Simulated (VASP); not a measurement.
# SnO (Pmmn) in VASP: single point with r2SCAN

Aim: the single point of SnO with r2SCAN.

Program: VASP 6.6.1. These are calculated values, not measurements. Logs are shortened: lines on timing, memory, paths and dates and some standing lists are left out, and cuts for length are marked.

**1. The cell of the first run**

The structure is orthorhombic, space group Pmmn (No. 59). The conventional cell has a = 3.579 Å, b = 4.003 Å, c = 5.018 Å, α = 90.00°, β = 90.00°, γ = 90.00°. Sn (site symmetry mm2) has 4 O at 2.19 to 2.26 Å within 2.9 Å. Within 2.9 Å of O (site symmetry mm2) lie 4 Sn at 2.19 to 2.26 Å and 4 O at 2.69 Å.

**2. Single point, r2SCAN (uniaxial strain along a: -6.0 %, then relaxed in part)**

Contents of POSCAR:

```
SnO
1.0
    3.5793717780      0.0000000000      0.0000000000
    0.0000000000      4.0031172805      0.0000000000
    0.0000000000      0.0000000000      5.0180586477
Sn O
2 2
Direct
    0.0000000000      0.5000000000      0.2294506419
    0.5000000000      0.0000000000      0.7705493581
    0.5000000000      0.5000000000     -0.0203779636
    0.0000000000      0.0000000000      0.0203779636
```

Contents of INCAR.step1:

```
SYSTEM = SnO
PREC = Accurate ; ENCUT = 520
ISMEAR = 0 ; SIGMA = 0.01
LREAL = .FALSE. ; LASPH = .TRUE.
NELM = 60 ; NBANDS = 28
GGA = PE ; ALGO = Normal
EDIFF = 1E-4 ; LWAVE = .TRUE.
LCHARG = .FALSE.
```

Contents of INCAR.step2:

```
SYSTEM = SnO
PREC = Accurate ; ENCUT = 520
EDIFF = 1E-6 ; ISMEAR = 0
SIGMA = 0.01 ; LREAL = .FALSE.
LASPH = .TRUE. ; NELM = 60
ALGO = Normal ; ISIF = 2
LWAVE = .FALSE. ; LCHARG = .FALSE.
METAGGA = R2SCAN ; LMIXTAU = .TRUE.
NBANDS = 28 ; ISTART = 1
```

Contents of KPOINTS:

```
regular mesh
0
G
  10 10 8
  0 0 0
```

Potentials or basis: VASP PAW PBE potentials, release 64 (Sn_d, O).

Started as:

```sh
> cat potpaw_PBE.64/Sn_d/POTCAR potpaw_PBE.64/O/POTCAR > POTCAR
> cp INCAR.step1 INCAR
> mpirun -np 1 vasp_std > vasp.out
> cp INCAR.step2 INCAR
> mpirun -np 1 vasp_std > vasp.out
```

OUTCAR:

```text
SYSTEM = SnO
   PREC = Accurate
   ENCUT = 520
   EDIFF = 1E-6
   ISMEAR = 0
   LREAL = .FALSE.
   LASPH = .TRUE.
   NELM = 60
   ISIF = 2
   METAGGA = R2SCAN
   ISTART = 1

 ion  position               nearest neighbor table
   1  0.000  0.500  0.229-   3 2.19   3 2.19   4 2.26   4 2.26   2 3.54   2 3.54   2 3.54   2 3.54

   2  0.500  0.000  0.771-   4 2.19   4 2.19   3 2.26   3 2.26   1 3.54   1 3.54   1 3.54   1 3.54

   3  0.500  0.500  0.980-   1 2.19   1 2.19   2 2.26   2 2.26
   4  0.000  0.000  0.020-   2 2.19   2 2.19   1 2.26   1 2.26

  LATTYP: Found a simple orthorhombic cell.
 ALAT       =     3.5793717780
 B/A-ratio  =     1.1183854399
 C/A-ratio  =     1.4019383732

  Lattice vectors:

 A1 = (   3.5793717780,   0.0000000000,   0.0000000000)
 A2 = (   0.0000000000,   4.0031172805,   0.0000000000)
 A3 = (   0.0000000000,   0.0000000000,   5.0180586477)

Analysis of symmetry for initial positions (statically):
=====================================================================
 Subroutine PRICEL returns:
 Original cell was already a primitive cell.

 Routine SETGRP: Setting up the symmetry group for a
 simple orthorhombic supercell.

 Subroutine GETGRP returns: Found  8 space group operations
 (whereof  4 operations were pure point group operations)
 out of a pool of  8 trial point group operations.

The static configuration has the point symmetry C_2v.
 The point group associated with its full space group is D_2h.

Analysis of symmetry for dynamics (positions and initial velocities):
=====================================================================
 Subroutine PRICEL returns:
 Original cell was already a primitive cell.

 Routine SETGRP: Setting up the symmetry group for a
 simple orthorhombic supercell.

 Subroutine GETGRP returns: Found  8 space group operations
 (whereof  4 operations were pure point group operations)
 out of a pool of  8 trial point group operations.

The dynamic configuration has the point symmetry C_2v.
 The point group associated with its full space group is D_2h.

 Subroutine INISYM returns: Found  8 space group operations
 (whereof  4 operations are pure point group operations),
 and found     1 'primitive' translations

----------------------------------------------------------------------------------------

[... 88 lines left out ...]
   ISTART =      1    job   : 0-new  1-cont  2-samecut
   ICHARG =      0    charge: 1-file 2-atom 10-const
   ISPIN  =      1    spin polarized calculation?
   LNONCOLLINEAR =      F non collinear calculations
   LSORBIT =      F    spin-orbit coupling
   LASPH  =      T    aspherical Exc in radial PAW
   ENCUT  =  520.0 eV  38.22 Ry    6.18 a.u.   6.66  7.44  9.33*2*pi/ulx,y,z
   NELM   =     60;   NELMIN=  2; NELMDL=  0     # of ELM steps
   EDIFF  = 0.1E-05   stopping-criterion for ELM
   LREAL  =      F    real-space projection
[... 7 lines left out ...]
   TEBEG  =    0.0;   TEEND  =   0.0 temperature during run
   PSTRESS=    0.0 pullay stress
   NELECT =      40.0000    total number of electrons
   NUPDOWN=      -1.0000    fix difference up-down
   EMIN   =  10.00;   EMAX   =-10.00  energy-range for DOS
   EFERMI =   0.00;   METHOD = LEGACY
   ISMEAR =     0;   SIGMA  =   0.01  broadening in eV -4-tet -1-fermi 0-gaus
   EFERMI_NEDOS =   21; number of points for ismear=-14 and -15
   IALGO  =     38    algorithm
   IMIX   =      4    mixing-type and parameters
     AMIX     =   0.40;   BMIX     =  1.00
     AMIX_MAG =   1.60;   BMIX_MAG =  1.00
  volume/ion in A,a.u.               =      17.98       121.30
  Fermi-wavevector in a.u.,A,eV,Ry     =   1.346422  2.544369 24.665353  1.812852
  Thomas-Fermi vector in A             =   2.474255
   LORBIT       =      0    0 simple, 1 ext, 2 COOP (PROOUT), +10 PAW based schemes
   METAGGA = R2SCAN    functional components
   LHFCALC =     F    Hartree Fock is set to
   AEXX    =    0.0000 exact exchange contribution
   IVDW    =     0    specifies the selected vdW correction
   LEPSILON=     F    determine dielectric tensor
   LRPA    =     F    only Hartree local field effects (RPA)
 non-spin polarized calculation
 Gauss-broadening in eV      SIGMA  =   0.01
  energy-cutoff  :      520.00
  volume of cell :       71.90
 maximum number of plane-waves:      1972
 NGX is ok and might be reduce to    28
   NGX = 13   NGY = 15   NGZ = 19

 number of electron      40.0000003 magnetization

 Free energy of the ion-electron system (eV)
  ---------------------------------------------------
  ext. energy  EPLUGINS =         0.00000000
  ---------------------------------------------------
  free energy    TOTEN  =       -66.88470883 eV

  energy without entropy =      -66.88470883  energy(sigma->0) =      -66.88470883

 E-fermi :   6.8526     XC(G=0): -10.7588

 val. band max:        6.8007031773   @ k =   0.1000   0.0000   0.0000
 cond. band min:       7.2442718955   @ k =   0.5000   0.5000   0.0000
 fundamental gap:      0.4435687181
 Fermi energy:         6.8525902833

 k-point     1 :       0.0000    0.0000    0.0000
  band No.  band energies     occupation
      1     -16.0956      2.00000
      2     -15.5501      2.00000
      3     -15.4973      2.00000
      4     -15.4961      2.00000
      5     -15.4574      2.00000
      6     -15.4307      2.00000
[... 733 lines left out ...]
     27      14.7560      0.00000
     28      14.7560      0.00000

 [... further k-points ...]

------------------------ aborting loop because EDIFF is reached ----------------------------------------

  FORCE on cell =-STRESS in cart. coord.  units (eV):
  Direction    XX          YY          ZZ          XY          YZ          ZX
  --------------------------------------------------------------------------------------
  -------------------------------------------------------------------------------------
  Total        0.8889155      0.2669925      0.2431380      0.0000000      0.0000000      0.0000000
  in kB       19.8075252      5.9493398      5.4177944      0.0000000      0.0000000      0.0000000
  external PRESSURE =      10.3915531 kB  Pullay stress =       0.0000000 kB

 VOLUME and BASIS-vectors are now :
 -----------------------------------------------------------------------------
  energy-cutoff  :      520.00
  volume of cell :       71.90
      direct lattice vectors                 reciprocal lattice vectors
     3.579371778  0.000000000  0.000000000     0.279378635  0.000000000  0.000000000
     0.000000000  4.003117280  0.000000000     0.000000000  0.249805322  0.000000000
     0.000000000  0.000000000  5.018058648     0.000000000  0.000000000  0.199280254

 POSITION                                       TOTAL-FORCE (eV/Angst)
 -----------------------------------------------------------------------------------
      0.00000      2.00156      1.15140         0.000000      0.000000      0.145284
      1.78969      0.00000      3.86666         0.000000      0.000000     -0.145284
      1.78969      2.00156      4.91580         0.000000      0.000000     -0.023565
      0.00000      0.00000      0.10226         0.000000      0.000000      0.023565
 -----------------------------------------------------------------------------------
    total drift:                                0.000000     -0.000000     -0.000000

  FREE ENERGIE OF THE ION-ELECTRON SYSTEM (eV)
  ---------------------------------------------------
  free  energy   TOTEN  =       -66.8847088262 eV

  energy  without entropy=      -66.8847088262  energy(sigma->0) =      -66.88470883
```

OSZICAR.step1:

```text
N       E                     dE             d eps       ncg     rms          rms(c)
DAV:   1     0.419386825119E+03    0.41939E+03   -0.19859E+04 10396   0.216E+03
DAV:   2     0.372925202901E+02   -0.38209E+03   -0.36639E+03 10440   0.538E+02
DAV:   3    -0.234236927726E+02   -0.60716E+02   -0.59567E+02 11484   0.181E+02
DAV:   4    -0.263051303893E+02   -0.28814E+01   -0.28674E+01 11564   0.421E+01
DAV:   5    -0.263735409361E+02   -0.68411E-01   -0.68402E-01 11076   0.702E+00    0.117E+01
DAV:   6    -0.226735326892E+02    0.37000E+01   -0.16643E+01 16304   0.446E+01    0.493E+00
DAV:   7    -0.226746929610E+02   -0.11603E-02   -0.20005E+00 11848   0.858E+00    0.250E+00
DAV:   8    -0.226632837200E+02    0.11409E-01   -0.29089E-01 13984   0.378E+00    0.818E-01
DAV:   9    -0.226552860240E+02    0.79977E-02   -0.48914E-02 15924   0.235E+00    0.237E-01
DAV:  10    -0.226565914707E+02   -0.13054E-02   -0.70077E-03 13276   0.751E-01    0.132E-01
DAV:  11    -0.226563208068E+02    0.27066E-03   -0.17411E-03 15084   0.405E-01    0.242E-02
DAV:  12    -0.226563592133E+02   -0.38406E-04   -0.26920E-04 10164   0.922E-02
   1 F= -.22656359E+02 E0= -.22656359E+02  d E =-.359308E-11
```

Wall time 17 min (1 thread of Intel Xeon 8259CL, shared host); peak memory 0.4 GiB.

Results:

* Free energy: -66.8847 eV
* Pressure: 1.0 GPa
* Largest force: 0.145 eV/Å
* Band gap on the k mesh: 0.44 eV (least direct gap 2.39 eV)

Forces on the atoms (eV/Å):
```
Sn   0.000  0.000  0.145
Sn   0.000  0.000 -0.145
O    0.000  0.000 -0.024
O    0.000  0.000  0.024
```

Stress tensor (GPa, compression positive):
```
1.98 0.00 0.00
0.00 0.59 0.00
0.00 0.00 0.54
```

Caveat: the cell differs from its parent crystal (uniaxial strain along a: -6.0 %, then relaxed in part); semilocal functionals underestimate gaps, and a narrow one can read as zero; the PAW data sets were made with another functional, which shifts forces and pressure a little; spin-orbit coupling is left out, which moves the levels of the heavy elements. A k mesh can miss the band edges.
